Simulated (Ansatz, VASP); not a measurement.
Cu: VASP beside Ansatz

Contents of INCAR:

```
SYSTEM = Cu
ALGO = Normal
EDIFF = 1E-6
EDIFFG = -0.002
ENCUT = 600
GGA = PE
IBRION = 2
ISIF = 3
ISMEAR = 0
LASPH = .TRUE.
LCHARG = .FALSE.
LREAL = .FALSE.
LWAVE = .FALSE.
NELM = 80
NSW = 100
PREC = Accurate
SIGMA = 0.1
```

File KPOINTS:

```
k-points
0
G
  20 20 20
  0 0 0
```

Contents of POSCAR:

```
Cu
1.0
    0.0000000000      1.8250000000      1.8250000000
    1.8250000000      0.0000000000      1.8250000000
    1.8250000000      1.8250000000      0.0000000000
Cu
1
Direct
    0.0000000000      0.0000000000      0.0000000000
```

Input for Ansatz:

```yaml
crystal:
  lattice:
    - [0.0, 1.825, 1.825]
    - [1.825, 0.0, 1.825]
    - [1.825, 1.825, 0.0]
  atoms:
    - { symbol: Cu, position: [0.0, 0.0, 0.0] }
basis:
  ecutwfc: 420
kpoints:
  mp_grid: { grid: [20, 20, 20] }
hamiltonian:
  xc: pbe
  pseudopotentials: { kind: paw, azcp: { folder: soft_1 } }
scf:
  occupations: { method: gaussian, width: 0.1 }
output:
  forces: true
  stress: true
  eigenvalues: true
relax:
  adjacent_minimum: "off"
  f_tol: 0.002
  max_steps: 80
  cell: { stress_tol: 0.02 }
```

Alike in both runs: task relaxation of cell and atoms; functional PBE; k mesh 20 × 20 × 20; occupations gaussian, width 0.1 eV; no spin polarisation.

|  | VASP | Ansatz |
| --- | --- | --- |
| version | VASP 6.6.1 | Ansatz 0.2.0 |
| potentials or method | VASP PAW PBE potentials, release 64 (Cu), cutoff 600 eV | scalar-relativistic, plane waves, PAW |
| valence electrons in the cell | 11 | 19 |

Ansatz gave:

| Property | Result |
| --- | --- |
| gap on the k mesh at the Fermi level, each at its own relaxed structure (eV) | none |
| relaxed volume (Å³/atom) | 11.95 |
| relaxed cell length with the largest relative difference (Å) | 2.566 |

Task: What did VASP give for the same quantities?

Result: gap on the k mesh at the Fermi level, each at its own relaxed structure (eV): none; relaxed volume (Å³/atom): 12.01; relaxed cell length with the largest relative difference (Å): 2.570.

A gap of «none» marks a metal or a gap that the smearing closes. VASP's potentials hold 11 valence electrons a cell and Ansatz's 19, so a difference there can come from the potentials and not from the codes.
